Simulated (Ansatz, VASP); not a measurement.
C: VASP beside Ansatz

```
CELL_PARAMETERS angstrom
0.00000 1.80795 3.34800
1.04380 0.00000 3.34800
1.04380 1.80795 0.00000
ATOMIC_POSITIONS crystal
C 0.16667 0.83333 0.16667
C 0.83333 0.16667 0.83333
```

Change from the starting cell: strain -0.1500 x Voigt [1, 1, 0, 0, 0, 0], atoms carried along.

Alike in both runs: task single point; functional LDA; k mesh 14 × 14 × 14; occupations gaussian, width 0.05 eV; no spin polarisation.

|  | VASP | Ansatz |
| --- | --- | --- |
| version | VASP 6.6.1 | Ansatz 0.2.0 |
| potentials or method | VASP PAW LDA potentials, release 64 (C), cutoff 520 eV | scalar-relativistic, plane waves, PAW |
| valence electrons in the cell | 8 | 8 |

```csv
,VASP,Ansatz,Ansatz less VASP
gap on the k mesh at the Fermi level (eV),1.06,1.06,+0.005
least direct gap on the mesh (eV),1.22,1.23,+0.004
pressure (GPa),264.0,262.7,-1.30
"traceless stress, the component that is largest in VASP (GPa)",-265.55,-263.84,+1.712
rms of the force components (eV/Å),0.009,0.009,-0.0001
```

LDA's correlation is that of Perdew and Zunger in VASP and of Perdew and Wang (1992) in Ansatz. Atom by atom the forces differ by 0.000 eV/Å (rms over components). Both programs put the cell under a high pressure, so it lies far from rest at this level.

Noted on VASP's run: the cell as given lies far from equilibrium.
